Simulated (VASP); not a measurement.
MgS, 16 atoms in the cell. The structure is hexagonal, space group P6_3mc (No. 186). Conventional cell: a = 4.049 Å, b = 4.049 Å, c = 26.050 Å, α = 90.00°, β = 90.00°, γ = 120.00°. Mg (site symmetry 3m) has 4 S at 2.46 to 2.48 Å within 3.3 Å. Mg (site symmetry 3m) has 4 S at 2.47 Å within 3.3 Å. Within 3.3 Å of Mg (site symmetry 3m) lie 4 S at 2.46 to 2.47 Å. Mg (site symmetry 3m) has 4 S at 2.46 to 2.47 Å within 3.3 Å. S (site symmetry 3m) has 4 Mg at 2.47 to 2.48 Å within 3.3 Å. S (site symmetry 3m) has 4 Mg at 2.46 to 2.47 Å within 3.3 Å. Within 3.3 Å of S (site symmetry 3m) lie 4 Mg at 2.46 to 2.47 Å. Within 3.3 Å of S (site symmetry 3m) lie 4 Mg at 2.46 to 2.47 Å. 

| Item | Value |
| --- | --- |
| Program | VASP 6.6.1 |
| Task | single point |
| Functional | PBE |
| Potentials or basis | VASP PAW PBE potentials, release 64 (Mg, S) |
| Cutoff | 520 eV |
| k mesh | 9 × 9 × 1 |
| Occupations | gaussian, width 0.02 eV |
| Spin | no spin polarisation |
| Dipole correction | no |
| Further INCAR settings | LREAL = Auto; ALGO = Normal; EDIFF = 1e-06; NBANDS = 46 |

Potentials or basis: VASP PAW PBE potentials, release 64 (Mg, S).

Command:

```sh
$ cat potpaw_PBE.64/Mg/POTCAR potpaw_PBE.64/S/POTCAR > POTCAR
$ mpirun -np 1 vasp_std > vasp.out
```

Hardware: 1 thread of Intel(R) Xeon(R) 6975P-C (Granite Rapids), with other jobs on the host.

Problem. How long does it take, and how much memory?

Solution. Wall time 3.1 min on 1 thread of Intel(R) Xeon(R) 6975P-C (Granite Rapids) (shared host), peak memory 0.46 GiB. Counts: scf iterations 15, k points 12.
